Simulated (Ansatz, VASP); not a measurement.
**One calculation of NiBr3, two programs**

The input INCAR:

```
SYSTEM = NiBr3
  ALGO = Normal
  EDIFF = 1E-6
  EDIFFG = -0.01
  ENCUT = 600
  GGA = PE
  IBRION = 2
  ISIF = 3
  ISMEAR = 0
  LASPH = .TRUE.
  LCHARG = .FALSE.
  LREAL = .FALSE.
  LWAVE = .FALSE.
  NELM = 60
  NSW = 100
  PREC = Accurate
  SIGMA = 0.1
```

The input KPOINTS:

```
k-points
0
G
  10 10 10
  0 0 0
```

File POSCAR:

```
NiBr3
1.0
    4.9200358078      0.0000000000      0.0000000000
    0.0000000000      4.9200358078      0.0000000000
    0.0000000000      0.0000000000      4.9200358078
Ni Br
1 3
Direct
    0.0000000000      0.0000000000      0.0000000000
    0.5000000000      0.0000000000      0.0000000000
    0.0000000000      0.5000000000      0.0000000000
    0.0000000000      0.0000000000      0.5000000000
```

Input for Ansatz:

```yaml
crystal:
  lattice:
    - [4.9200358078, 0.0, 0.0]
    - [0.0, 4.9200358078, 0.0]
    - [0.0, 0.0, 4.9200358078]
  atoms:
    - { symbol: Ni, position: [0.0, 0.0, 0.0] }
    - { symbol: Br, position: [0.5, 0.0, 0.0] }
    - { symbol: Br, position: [0.0, 0.5, 0.0] }
    - { symbol: Br, position: [0.0, 0.0, 0.5] }
basis:
  ecutwfc: 420
kpoints:
  mp_grid: { grid: [10, 10, 10] }
hamiltonian:
  xc: pbe
scf:
  occupations: { method: gaussian, width: 0.1 }
output:
  forces: true
  stress: true
  eigenvalues: true
  write_density: true
  write_potential: true
  elf: true
  volumetric_format: npy
relax:
  adjacent_minimum: "off"
  f_tol: 0.01
  max_steps: 80
  cell: { stress_tol: 0.05 }
```

Alike in both runs: task relaxation of cell and atoms; functional PBE; k mesh 10 × 10 × 10; occupations gaussian, width 0.1 eV; no spin polarisation.

|  | VASP | Ansatz |
| --- | --- | --- |
| version | VASP 6.6.1 | Ansatz 0.2.0 |
| potentials or method | VASP PAW PBE potentials, release 64 (Ni, Br), cutoff 600 eV | scalar-relativistic, plane waves, PAW |
| valence electrons in the cell | 31 | 39 |

```csv
,VASP,Ansatz,Ansatz less VASP
"gap on the k mesh at the Fermi level, each at its own relaxed structure (eV)",none,none,-
relaxed volume (Å³/atom),29.77,29.77,0.000
relaxed length of the cell vector where the two differ most in proportion (Å),4.920,4.920,0.0000
```

A gap of «none» marks a metal or a gap that the smearing closes. VASP's potentials hold 31 valence electrons a cell and Ansatz's 39, so a difference there can come from the potentials and not from the codes.

Noted on VASP's run: the relaxation stopped at its first step, so nothing moved.
